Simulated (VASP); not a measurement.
Here is a VASP 6.6.1 calculation.

The input INCAR:

```
ALGO = Fast
EDIFF = 1E-6
EDIFFG = -0.005
ENCUT = 600
GGA = PS
IBRION = 2
ISIF = 3
ISMEAR = 0
LASPH = T
LCHARG = F
LREAL = F
LWAVE = F
NELM = 80
NSW = 100
PREC = Accurate
SIGMA = 0.1
```

Contents of KPOINTS:

```
k-points
0
Gamma
  16 16 14
```

Contents of POSCAR:

```
AlNi
1.0
    1.9386940000     -1.9531901500      0.0000000000
    1.9386940000      1.9531901500      0.0000000000
    0.0000000000      0.0000000000      3.0994300413
Al Ni
1 1
Direct
    0.0000000000      0.0000000000      0.0000000000
    0.5000000000      0.5000000000      0.5000000000
```

Potentials or basis: VASP PAW PBE potentials, release 64 (Al, Ni).

The run is started by

```bash
$ cat potpaw_PBE.64/Al/POTCAR potpaw_PBE.64/Ni/POTCAR > POTCAR
$ mpirun -np 1 vasp_std > vasp.out
```

(1) Estimate the relaxed cell.

(2) What does it give for the relaxed volume?

(3) Predict the band gap on the k mesh.

(4) What does it give for the space group after relaxing (to 0.1 Å)?

Results:

(1) a = 2.859 Å, b = 2.859 Å, c = 2.868 Å, α = 90.00°, β = 90.00°, γ = 89.99°.

(2) 11.72 Å³/atom.

(3) zero (an odd number of electrons rules out a gap without spin polarisation).

(4) Pm-3m (No. 221).

Caveat: the PAW data sets were made with another functional, which shifts forces and pressure a little.
